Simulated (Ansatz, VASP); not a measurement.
**Sn in VASP and in Ansatz**

```xyz
2
Lattice="0.0000 3.2366 3.2366 3.2366 0.0000 3.2366 3.2366 3.2366 0.0000" Properties=species:S:1:pos:R:3 pbc="T T T"
Sn    0.0000    0.0000    0.0000
Sn    1.6183    1.6183    1.6183
```

Alike in both runs: functional LDA; k mesh 10 × 10 × 10; occupations gaussian, width 0.05 eV; no spin polarisation.

Ansatz relaxed the structure, and its values are those at the end. VASP's run is a single point on that final structure, the one shown.

```csv
,VASP,Ansatz
version,VASP 6.6.1,Ansatz 0.2.0
potentials or method,"VASP PAW LDA potentials, release 64 (Sn_d)","scalar-relativistic, plane waves, PAW"
plane-wave cutoff (eV),520,420
valence electrons in the cell,28,28
```

|  | VASP | Ansatz | Ansatz less VASP |
| --- | --- | --- | --- |
| gap on the k mesh at the Fermi level (eV) | none | none | - |
| pressure (GPa) | 0.0 | 0.0 | +0.02 |

LDA's correlation is that of Perdew and Zunger in VASP and of Perdew and Wang (1992) in Ansatz. A gap of «none» marks a metal or a gap that the smearing closes.
